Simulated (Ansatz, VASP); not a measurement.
Ta3H: VASP beside Ansatz

```xyz
8
Lattice="4.6002 0.0000 0.0000 -2.3001 3.9839 0.0000 0.0000 0.0000 22.4018" Properties=species:S:1:pos:R:3 pbc="T T T"
Ta    2.3001    1.3280    4.0000
Ta    0.0000    2.6559    4.9390
Ta    0.0000    0.0000    5.8780
Ta    2.3001    1.3280    6.7582
Ta    0.0000    2.6559    7.5839
Ta    0.0000    0.0000    8.4018
H    -1.1175    2.6559    9.4918
H     1.1175    2.6559    9.4918
```

Alike in both runs: task single point; functional LDA; k mesh 6 × 6 × 1; occupations gaussian, width 0.1 eV; no spin polarisation.

```csv
,VASP,Ansatz
version,VASP 6.6.1,Ansatz 0.2.0
potentials or method,"VASP PAW LDA potentials, release 64 (Ta_pv, H), cutoff 520 eV","scalar-relativistic, plane waves, PAW"
valence electrons in the cell,68,80
```

|  | VASP | Ansatz | Ansatz less VASP |
| --- | --- | --- | --- |
| gap on the k mesh at the Fermi level (eV) | none | none | - |
| rms of the force components (eV/Å) | 1.085 | 1.078 | -0.0074 |

Ansatz warns that its potentials were made for another functional, while VASP's fit it. LDA's correlation is that of Perdew and Zunger in VASP and of Perdew and Wang (1992) in Ansatz. Atom by atom the forces differ by 0.023 eV/Å (rms over components). A gap of «none» marks a metal or a gap that the smearing closes. VASP's potentials hold 68 valence electrons a cell and Ansatz's 80, so a difference there can come from the potentials and not from the codes.

Spin-orbit coupling is off throughout.
